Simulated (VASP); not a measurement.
Pt:

```
Pt
1.0
     0.00000    1.96000    1.96000
     1.96000    0.00000    1.96000
     1.96000    1.96000    0.00000
Pt
1
Cartesian
  0.0000 0.0000 0.0000
```

- Program: VASP 6.6.1
- Task: relaxation of cell and atoms
- Functional: PBEsol
- Dispersion: D3(BJ)
- Potentials or basis: VASP PAW PBE potentials, release 64 (Pt)
- Cutoff: 500 eV
- k mesh: 8 × 8 × 8
- Occupations: gaussian, width 0.1 eV
- Spin: no spin polarisation

At the start: pressure -9.5 GPa; volume 15.06 Å³/atom.

Task: How do energy, volume and symmetry change on relaxing?

Result: Over 3 steps the energy falls by 14.8 meV/atom and the volume is 14.60 Å³/atom (-3.1 %); space group Fm-3m (No. 225, to 0.1 Å) before and after.

The path:
| step | energy change (eV) | largest force (eV/Å) | pressure (GPa) | volume (Å³) |
| --- | --- | --- | --- | --- |
| 1 | 0.0000 | 0.0000 | -9.55 | 15.06 |
| 2 | 0.1497 | 0.0000 | 42.12 | 13.19 |
| 3 | -0.0148 | 0.0000 | -0.41 | 14.60 |

Final structure:
```
CELL_PARAMETERS angstrom
0.00000 1.93976 1.93976
1.93976 0.00000 1.93976
1.93976 1.93976 0.00000
ATOMIC_POSITIONS crystal
Pt 0.00000 0.00000 0.00000
```

Caveat: the PAW data sets were made with another functional, which shifts forces and pressure a little.
